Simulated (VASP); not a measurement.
# NaCl (Cmmm) in VASP: notebook

NaCl is run at these levels: PBEsol; tasks: single point.

Everything below comes from runs of VASP 6.6.1. Logs are shortened: lines on timing, memory, paths and dates and some standing lists are left out, and cuts for length are marked.

### 1 The cell of the first run

The structure is orthorhombic, space group Cmmm (No. 65). The conventional cell has a = 4.581 Å, b = 5.324 Å, c = 3.502 Å, α = 90.00°, β = 90.00°, γ = 90.00°. Within 3.8 Å of Na (site symmetry mmm) lie 8 Cl at 2.88 to 3.19 Å and 6 Na at 3.50 to 3.51 Å. Within 3.8 Å of Cl (site symmetry mmm) lie 8 Na at 2.88 to 3.19 Å and 6 Cl at 3.50 to 3.51 Å.

### 2 Single point, PBEsol (strain -0.1500 x Voigt [0, 0, 0, 0, 1, 0])

INCAR

```
SYSTEM = NaCl
PREC     = Accurate       ! precision mode
ENCUT    = 520            ! plane-wave cutoff, eV
EDIFF    = 1E-6           ! SCF threshold, eV
ISMEAR   = 0              ! smearing method
SIGMA    = 0.05           ! smearing width, eV
LREAL    = .FALSE.        ! projectors in reciprocal space
LASPH    = .TRUE.         ! aspherical terms in the spheres
NELM     = 80             ! most SCF steps
ALGO     = Normal         ! electronic algorithm
ISIF     = 2              ! what is computed and relaxed
LWAVE    = .FALSE.        ! write WAVECAR
LCHARG   = .FALSE.        ! write CHGCAR
GGA      = PS             ! functional
NBANDS   = 14             ! bands
```

KPOINTS

```
Automatic mesh
0
G
  6 6 6
  0 0 0
```

POSCAR

```
NaCl
1.0
    3.5021900000      0.0000000000     -0.2626642500
    0.0000000000      3.5021900000      0.0000000000
   -0.2626642500      0.0000000000      3.5021900000
Na Cl
1 1
Direct
    0.0000000000      0.0000000000      0.0000000000
    0.5000000000      0.5000000000      0.5000000000
```

Potentials or basis: VASP PAW PBE potentials, release 64 (Na_pv, Cl).

Launch:

```console
$ cat potpaw_PBE.64/Na_pv/POTCAR potpaw_PBE.64/Cl/POTCAR > POTCAR
$ mpirun -np 1 vasp_std > vasp.out
```

OUTCAR:

```text
SYSTEM = NaCl
   PREC = Accurate
   ENCUT = 520
   EDIFF = 1E-6
   ISMEAR = 0
   LREAL = .FALSE.
   LASPH = .TRUE.
   NELM = 80
   ISIF = 2
   GGA = PS

 ion  position               nearest neighbor table
   1  0.000  0.000  0.000-
   2  0.500  0.500  0.500-

  LATTYP: Found a base centered orthorhombic cell.
 ALAT       =     4.5813812513
 B/A-ratio  =     1.1621621622
 C/A-ratio  =     0.7644397634

  Lattice vectors:

 A1 = (  -0.2626642500,   0.0000000000,   3.5021900000)
 A2 = (   3.5021900000,   0.0000000000,  -0.2626642500)
 A3 = (   0.0000000000,   3.5021900000,   0.0000000000)

Analysis of symmetry for initial positions (statically):
=====================================================================
 Subroutine PRICEL returns:
 Original cell was already a primitive cell.

 Routine SETGRP: Setting up the symmetry group for a
 base centered orthorhombic supercell.

 Subroutine GETGRP returns: Found  8 space group operations
 (whereof  8 operations were pure point group operations)
 out of a pool of  8 trial point group operations.

The static configuration has the point symmetry D_2h.

Analysis of symmetry for dynamics (positions and initial velocities):
=====================================================================
 Subroutine PRICEL returns:
 Original cell was already a primitive cell.

 Routine SETGRP: Setting up the symmetry group for a
 base centered orthorhombic supercell.

 Subroutine GETGRP returns: Found  8 space group operations
 (whereof  8 operations were pure point group operations)
 out of a pool of  8 trial point group operations.

The dynamic configuration has the point symmetry D_2h.

 Subroutine INISYM returns: Found  8 space group operations
 (whereof  8 operations are pure point group operations),
 and found     1 'primitive' translations

----------------------------------------------------------------------------------------

                                     Primitive cell

  volume of cell :      42.7139

  direct lattice vectors                    reciprocal lattice vectors
     3.502190000  0.000000000 -0.262664250     0.287150846  0.000000000  0.021536313
     0.000000000  3.502190000  0.000000000     0.000000000  0.285535622  0.000000000
    -0.262664250  0.000000000  3.502190000     0.021536313  0.000000000  0.287150846

  length of vectors
     3.512026097  3.502190000  3.512026097     0.287957325  0.285535622  0.287957325

  position of ions in fractional coordinates (direct lattice)
     0.000000000  0.000000000  0.000000000
     0.500000000  0.500000000  0.500000000

  ion indices of the primitive-cell ions
   primitive index   ion index
                 1           1
                 2           2

----------------------------------------------------------------------------------------

 KPOINTS: Automatic mesh

Automatic generation of k-mesh.
 Grid dimensions read from file:
 generate k-points for:    6    6    6

 Generating k-lattice:

  Cartesian coordinates                     Fractional coordinates (reciprocal lattice)
     0.047858474  0.000000000  0.003589386     0.166666667  0.000000000  0.000000000
     0.000000000  0.047589270  0.000000000     0.000000000  0.166666667  0.000000000
     0.003589386  0.000000000  0.047858474     0.000000000  0.000000000  0.166666667

  Length of vectors
     0.047992887  0.047589270  0.047992887

  Shift w.r.t. Gamma in fractional coordinates (k-lattice)
     0.000000000  0.000000000  0.000000000

 Subroutine IBZKPT returns following result:
 ===========================================

 Found     52 irreducible k-points:

 Following reciprocal coordinates:
            Coordinates               Weight
  0.000000  0.000000  0.000000      1.000000
  0.166667  0.000000 -0.000000      4.000000
  0.333333  0.000000 -0.000000      4.000000
  0.500000  0.000000  0.000000      2.000000
  0.000000  0.166667  0.000000      2.000000
  0.166667  0.166667 -0.000000      8.000000
[... 16 lines left out ...]
  0.333333  0.166667  0.166667      8.000000
  0.500000  0.166667  0.166667      8.000000
 [... further k-points ...]
   k-points           NKPTS =     52   k-points in BZ     NKDIM =     52   number of bands    NBANDS=     14
   number of dos      NEDOS =    301   number of ions     NIONS =      2
   total plane-waves  NPLWV =  21952
   dimension x,y,z NGX =    28 NGY =   28 NGZ =   28
   dimension x,y,z NGXF=    56 NGYF=   56 NGZF=   56
   ions per type =               1   1
   NGX,Y,Z   is equivalent  to a cutoff of  13.25, 13.29, 13.25 a.u.
   NGXF,Y,Z  is equivalent  to a cutoff of  26.51, 26.58, 26.51 a.u.
 SYSTEM =  NaCl
   PREC   = accura    normal or accurate (medium, high low for compatibility)
   ISTART =      0    job   : 0-new  1-cont  2-samecut
   ICHARG =      2    charge: 1-file 2-atom 10-const
   ISPIN  =      1    spin polarized calculation?
   LNONCOLLINEAR =      F non collinear calculations
   LSORBIT =      F    spin-orbit coupling
   LASPH  =      T    aspherical Exc in radial PAW
   ENCUT  =  520.0 eV  38.22 Ry    6.18 a.u.   6.53  6.51  6.53*2*pi/ulx,y,z
   NELM   =     80;   NELMIN=  2; NELMDL= -5     # of ELM steps
   EDIFF  = 0.1E-05   stopping-criterion for ELM
   LREAL  =      F    real-space projection
   EDIFFG = 0.1E-04   stopping-criterion for IOM
   NSW    =      0    number of steps for IOM
   IBRION =     -1    ionic relax: 0-MD 1-quasi-New 2-CG
   NFREE  =      0    steps in history (QN), initial steepest desc. (CG)
   ISIF   =      2    stress and relaxation
   ISYM   =      2    0-nonsym 1-usesym 2-fastsym
   POTIM  = 0.5000    time-step for ionic-motion
   TEBEG  =    0.0;   TEEND  =   0.0 temperature during run
   PSTRESS=    0.0 pullay stress
   NELECT =      14.0000    total number of electrons
   NUPDOWN=      -1.0000    fix difference up-down
   EMIN   =  10.00;   EMAX   =-10.00  energy-range for DOS
   EFERMI =   0.00;   METHOD = LEGACY
   ISMEAR =     0;   SIGMA  =   0.05  broadening in eV -4-tet -1-fermi 0-gaus
   EFERMI_NEDOS =   21; number of points for ismear=-14 and -15
   IALGO  =     38    algorithm
   IMIX   =      4    mixing-type and parameters
     AMIX     =   0.40;   BMIX     =  1.00
     AMIX_MAG =   1.60;   BMIX_MAG =  1.00
  volume/ion in A,a.u.               =      21.36       144.12
  Fermi-wavevector in a.u.,A,eV,Ry     =   1.128741  2.133012 17.334596  1.274057
  Thomas-Fermi vector in A             =   2.265432
   LORBIT       =      0    0 simple, 1 ext, 2 COOP (PROOUT), +10 PAW based schemes
   GGA     = PS    functional components
   LHFCALC =     F    Hartree Fock is set to
   AEXX    =    0.0000 exact exchange contribution
   IVDW    =     0    specifies the selected vdW correction
   LEPSILON=     F    determine dielectric tensor
   LRPA    =     F    only Hartree local field effects (RPA)
 non-spin polarized calculation
 Gauss-broadening in eV      SIGMA  =   0.05
  energy-cutoff  :      520.00
  volume of cell :       42.71
 maximum number of plane-waves:      1166
 NGX is ok and might be reduce to    28
   NGX = 13   NGY = 13   NGZ = 13

 number of electron      13.9999990 magnetization

 Free energy of the ion-electron system (eV)
  ---------------------------------------------------
  ext. energy  EPLUGINS =         0.00000000
  ---------------------------------------------------
  free energy    TOTEN  =        -6.72968346 eV

  energy without entropy =       -6.72968346  energy(sigma->0) =       -6.72968346

 E-fermi :   0.6646     XC(G=0):  -8.5999

 val. band max:        0.3428638960   @ k =   0.5000   0.0000   0.5000
 cond. band min:       4.2871303198   @ k =   0.0000   0.0000   0.0000
 fundamental gap:      3.9442664238
 Fermi energy:         0.6645583024

 k-point     1 :       0.0000    0.0000    0.0000
  band No.  band energies     occupation
      1     -21.4444      2.00000
      2     -21.4285      2.00000
      3     -21.4223      2.00000
      4     -13.0020      2.00000
      5      -0.3087      2.00000
      6      -0.1420      2.00000
      7       0.0858      2.00000
      8       4.2871      0.00000
      9       8.7829      0.00000
     10       8.9866      0.00000
     11      15.1138      0.00000
     12      15.2962      0.00000
     13      15.7998      0.00000
     14      16.0493      0.00000

 k-point     2 :       0.1667    0.0000   -0.0000
  band No.  band energies     occupation
      1     -21.4508      2.00000
      2     -21.4275      2.00000
      3     -21.4260      2.00000
      4     -12.9143      2.00000
      5      -0.9604      2.00000
      6      -0.0864      2.00000
      7      -0.0341      2.00000
      8       5.0307      0.00000
      9       9.1321      0.00000
     10       9.3900      0.00000
     11      13.6505      0.00000
     12      14.1684      0.00000
     13      15.8178      0.00000
     14      16.5591      0.00000

 k-point     3 :       0.3333    0.0000   -0.0000
  band No.  band energies     occupation
      1     -21.4685      2.00000
      2     -21.4283      2.00000
      3     -21.4256      2.00000
      4     -12.7285      2.00000
      5      -2.1238      2.00000
      6       0.0142      2.00000
      7       0.0293      2.00000
      8       6.2911      0.00000
      9       9.4632      0.00000
     10       9.9576      0.00000
     11      12.7181      0.00000
     12      12.8084      0.00000
     13      15.1421      0.00000
     14      16.4067      0.00000

 k-point     4 :       0.5000    0.0000    0.0000
  band No.  band energies     occupation
      1     -21.4783      2.00000
      2     -21.4285      2.00000
      3     -21.4246      2.00000
      4     -12.6298      2.00000
      5      -2.6124      2.00000
      6       0.0495      2.00000
      7       0.0897      2.00000
      8       7.0753      0.00000
      9       9.0336      0.00000
     10      10.4680      0.00000
     11      12.1797      0.00000
     12      12.8915      0.00000
     13      13.3361      0.00000
     14      17.1775      0.00000

 k-point     5 :       0.0000    0.1667    0.0000
  band No.  band energies     occupation
      1     -21.4436      2.00000
      2     -21.4396      2.00000
      3     -21.4211      2.00000
      4     -12.9148      2.00000
      5      -0.9527      2.00000
      6      -0.2595      2.00000
      7       0.1460      2.00000
      8       5.0231      0.00000
      9       9.2906      0.00000
     10       9.3291      0.00000
     11      14.0936      0.00000
[... 276 lines left out ...]
 k-point    22 :       0.1667    0.1667    0.1667
  band No.  band energies     occupation
      1     -21.4529      2.00000
      2     -21.4372      2.00000
      3     -21.4317      2.00000
      4     -12.7415      2.00000
      5      -1.1699      2.00000
      6      -0.6675      2.00000
      7      -0.5079      2.00000
      8       6.4273      0.00000
      9       9.6572      0.00000
     10      10.1140      0.00000
     11      12.3900      0.00000
     12      13.3081      0.00000
     13      14.2895      0.00000
     14      17.2243      0.00000

 k-point    23 :       0.3333    0.1667    0.1667
  band No.  band energies     occupation
      1     -21.4668      2.00000
      2     -21.4363      2.00000
      3     -21.4338      2.00000
      4     -12.5783      2.00000
      5      -1.9424      2.00000
      6      -0.6409      2.00000
      7      -0.4953      2.00000
      8       7.3981      0.00000
      9       9.2519      0.00000
     10      10.2869      0.00000
     11      12.0610      0.00000
     12      12.9190      0.00000
     13      13.6572      0.00000
     14      17.0652      0.00000

 k-point    24 :       0.5000    0.1667    0.1667
  band No.  band energies     occupation
      1     -21.4755      2.00000
      2     -21.4342      2.00000
      3     -21.4332      2.00000
      4     -12.5073      2.00000
      5      -2.3084      2.00000
      6      -0.5152      2.00000
      7      -0.4030      2.00000
      8       7.9700      0.00000
      9       8.4128      0.00000
     10       9.8921      0.00000
     11      11.6648      0.00000
     12      13.4137      0.00000
     13      13.9124      0.00000
     14      17.0582      0.00000

 [... further k-points ...]
[... 5 lines left out ...]
  --------------------------------------------------------------------------------------
  -------------------------------------------------------------------------------------
  Total       -0.1819393     -0.1910728     -0.1819393      0.0000000      0.0000000     -0.0549819
  in kB       -6.8244529     -7.1670438     -6.8244529      0.0000000      0.0000000     -2.0623421
  external PRESSURE =      -6.9386499 kB  Pullay stress =       0.0000000 kB

 VOLUME and BASIS-vectors are now :
 -----------------------------------------------------------------------------
  energy-cutoff  :      520.00
  volume of cell :       42.71
      direct lattice vectors                 reciprocal lattice vectors
     3.502190000  0.000000000 -0.262664250     0.287150846  0.000000000  0.021536313
     0.000000000  3.502190000  0.000000000     0.000000000  0.285535622  0.000000000
    -0.262664250  0.000000000  3.502190000     0.021536313  0.000000000  0.287150846

 POSITION                                       TOTAL-FORCE (eV/Angst)
 -----------------------------------------------------------------------------------
      0.00000      0.00000      0.00000         0.000000      0.000000     -0.000000
      1.61976      1.75110      1.61976        -0.000000      0.000000      0.000000
 -----------------------------------------------------------------------------------
    total drift:                               -0.000000      0.000000      0.000000

  FREE ENERGIE OF THE ION-ELECTRON SYSTEM (eV)
  ---------------------------------------------------
  free  energy   TOTEN  =        -6.7296834615 eV

  energy  without entropy=       -6.7296834615  energy(sigma->0) =       -6.72968346
```

Wall time 14 s (1 thread of AMD EPYC 9R45 (Zen 5), shared host); peak memory 0.13 GiB.

Results:

* Free energy: -6.7297 eV
* Pressure: -0.7 GPa
* Band gap on the k mesh: 3.94 eV, indirect (least direct gap 4.20 eV)

Caveat: the cell differs from its parent crystal (strain -0.1500 x Voigt [0, 0, 0, 0, 1, 0]); the PAW data sets were made with another functional, which shifts forces and pressure a little.

### 3 Single point, PBEsol (strain +0.1125 x Voigt [0, 0, 0, 0, 1, 0])

INCAR

```
SYSTEM = NaCl
ALGO     = Normal         ! electronic algorithm
EDIFF    = 1E-6           ! SCF threshold, eV
ENCUT    = 520            ! plane-wave cutoff, eV
GGA      = PS             ! functional
ISIF     = 2              ! what is computed and relaxed
ISMEAR   = 0              ! smearing method
LASPH    = .True.         ! aspherical terms in the spheres
LCHARG   = .False.        ! write CHGCAR
LREAL    = .False.        ! projectors in reciprocal space
LWAVE    = .False.        ! write WAVECAR
NBANDS   = 14             ! bands
NELM     = 60             ! most SCF steps
PREC     = Accurate       ! precision mode
SIGMA    = 0.05           ! smearing width, eV
```

KPOINTS

```
k-points
0
Gamma
  6 6 6
  0 0 0
```

POSCAR

```
NaCl
1.0
    3.5021900000      0.0000000000      0.1969981875
    0.0000000000      3.5021900000      0.0000000000
    0.1969981875      0.0000000000      3.5021900000
Na Cl
1 1
Direct
    0.0000000000      0.0000000000      0.0000000000
    0.5000000000      0.5000000000      0.5000000000
```

Potentials or basis: VASP PAW PBE potentials, release 64 (Na_pv, Cl).

Launch:

```console
$ cat potpaw_PBE.64/Na_pv/POTCAR potpaw_PBE.64/Cl/POTCAR > POTCAR
$ mpirun -np 1 vasp_std > vasp.out
```

Wall time 14 s (1 thread of AMD EPYC 9R45 (Zen 5), shared host); peak memory 0.13 GiB.

It converged, with:

```
Free energy            : -6.7271 eV
Pressure               : -0.9 GPa
Band gap on the k mesh : 3.90 eV, indirect (least direct gap 4.22 eV)
```

Stress tensor (GPa, compression positive):
```
-0.92  0.00  0.20
 0.00 -0.94  0.00
 0.20  0.00 -0.92
```

Levels at points of the mesh, in eV from the valence-band top:
```
           k point  band 3  band 4  band 5  band 6  band 7  band 8  band 9  band 10  band 11  band 12
(0.00, 0.00, 0.00)  -21.81  -13.36   -0.63   -0.49   -0.32    3.90    8.43     8.54    14.94    15.30
(0.50, 0.00, 0.00)  -21.82  -12.99   -2.98   -0.28   -0.26    6.74    8.60    10.21    11.81    12.24
(0.00, 0.50, 0.00)  -21.81  -12.99   -2.99   -0.41   -0.07    6.81    8.52    10.50    11.67    12.06
(0.50, 0.50, 0.00)  -21.81  -12.72   -2.29   -2.28   -0.01    5.49    9.61    10.86    11.04    12.46
(0.50, 0.00, 0.50)  -21.81  -12.73   -2.41   -2.13    0.00    5.54    9.72    10.32    11.58    12.34
(0.50, 0.50, 0.50)  -21.84  -12.45   -1.94   -1.89   -1.76    6.54    7.07     7.56    11.81    14.95
```

Caveat: the cell differs from its parent crystal (strain +0.1125 x Voigt [0, 0, 0, 0, 1, 0]); the PAW data sets were made with another functional, which shifts forces and pressure a little. A k mesh can miss the band edges.

### 4 Single point, PBEsol (strain -0.0750 x Voigt [0, 0, 0, 0, 1, 0])

INCAR

```
SYSTEM = NaCl
  PREC = Accurate
  ENCUT = 520
  EDIFF = 1E-7
  ISMEAR = 0
  SIGMA = 0.05
  LREAL = .FALSE.
  LASPH = .TRUE.
  NELM = 100
  ALGO = Normal
  ISIF = 2
  LWAVE = .FALSE.
  LCHARG = .FALSE.
  GGA = PS
  NBANDS = 14
```

KPOINTS

```
regular mesh
0
G
  6 6 6
  0 0 0
```

POSCAR

```
NaCl
1.0
    3.5021900000      0.0000000000     -0.1313321250
    0.0000000000      3.5021900000      0.0000000000
   -0.1313321250      0.0000000000      3.5021900000
Na Cl
1 1
Direct
    0.0000000000      0.0000000000      0.0000000000
    0.5000000000      0.5000000000      0.5000000000
```

Launch:

```console
$ cat potpaw_PBE.64/Na_pv/POTCAR potpaw_PBE.64/Cl/POTCAR > POTCAR
$ mpirun -np 1 vasp_std > vasp.out
```

Wall time 16 s (1 thread of AMD EPYC 9R45 (Zen 5), shared host); peak memory 0.13 GiB.

The run converged. Its results:

```yaml
Free_energy: -6.7247 eV
Pressure: -1.1 GPa
Band_gap_on_the_k_mesh: 3.86 eV, indirect (least direct gap 4.25 eV)
```

Stress tensor (GPa, compression positive):
```
-1.10  0.00 -0.16
 0.00 -1.11  0.00
-0.16  0.00 -1.10
```

Levels at points of the mesh, in eV from the valence-band top:
| k point | band 5 | band 6 | band 7 | band 8 | band 9 | band 10 |
| --- | --- | --- | --- | --- | --- | --- |
| (0.00, 0.00, 0.00) | -0.59 | -0.50 | -0.39 | 3.86 | 8.42 | 8.47 |
| (0.50, 0.00, 0.00) | -2.99 | -0.27 | -0.26 | 6.74 | 8.54 | 10.29 |
| (0.00, 0.50, 0.00) | -3.00 | -0.37 | -0.14 | 6.77 | 8.50 | 10.43 |
| (0.50, 0.50, 0.00) | -2.30 | -2.30 | -0.01 | 5.45 | 9.67 | 10.86 |
| (0.50, 0.00, 0.50) | -2.38 | -2.19 | 0.00 | 5.47 | 9.72 | 10.48 |
| (0.50, 0.50, 0.50) | -1.93 | -1.88 | -1.80 | 6.66 | 7.01 | 7.34 |

Caveat: the cell differs from its parent crystal (strain -0.0750 x Voigt [0, 0, 0, 0, 1, 0]); the PAW data sets were made with another functional, which shifts forces and pressure a little. A k mesh can miss the band edges.

### 5 Overview

| cell | gap on the mesh (eV) | pressure (GPa) |
| --- | --- | --- |
| a = 3.512, b = 3.502 Å, angles 90.0, 98.6, 90.0°, 2 atoms | 3.94 | -0.7 |
| a = 3.508, b = 3.502 Å, angles 90.0, 83.6, 90.0°, 2 atoms | 3.90 | -0.9 |
| a = 3.505, b = 3.502 Å, angles 90.0, 94.3, 90.0°, 2 atoms | 3.86 | -1.1 |

Alike in all rows: task single point; level PBEsol; potentials or basis VASP PAW PBE potentials, release 64 (Na_pv, Cl); no spin polarisation; k mesh 6 × 6 × 6; cutoff (eV) 520; smearing gaussian 0.05 eV.

Caveats: the PAW data sets were made with another functional, which shifts forces and pressure a little.

Total energies depend on the potentials used, so only differences within one code and one set of settings carry meaning.
